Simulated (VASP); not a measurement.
Crystal: CuO.

```
Cu O
1.0
     2.35736   -1.72263    0.00000
     2.35736    1.72263    0.00000
    -0.85566    0.00000    5.09137
Cu O
2 2
Direct
  0.50000 0.00000 0.50000
  0.00000 0.50000 0.00000
  0.41840 0.58160 0.75000
  0.58160 0.41840 0.25000
```

Base run:

- Program: VASP 6.6.1
- Functional: PBEsol
- Dispersion: D4
- Potentials or basis: VASP PAW PBE potentials, release 64 (Cu_sv_GW, O)
- Cutoff: 820 eV
- k mesh: 10 × 10 × 5
- Occupations: fermi-dirac, width 0.05 eV
- Spin: no spin polarisation

Its results: band gap on the k mesh zero (bands 25 and 26 overlap by 0.60 eV); pressure -9.2 GPa; largest force 0.411 eV/Å.

Question: The run is repeated on the same cell with these changes: functional from PBEsol to RPBE. What comes out?

Answer: Band gap on the k mesh zero (bands 25 and 26 overlap by 0.59 eV); pressure -2.3 GPa; largest force 0.238 eV/Å.

RPBE binds less tightly than PBEsol, so the same cell stands under more pressure.

Caveats: the PAW data sets were made with another functional, which shifts forces and pressure a little; semilocal functionals often make such compounds metallic where correlation or magnetic order opens a gap, which also shifts bond lengths; the stress differs along the axes, from -12 to -6 GPa (at least some runs).
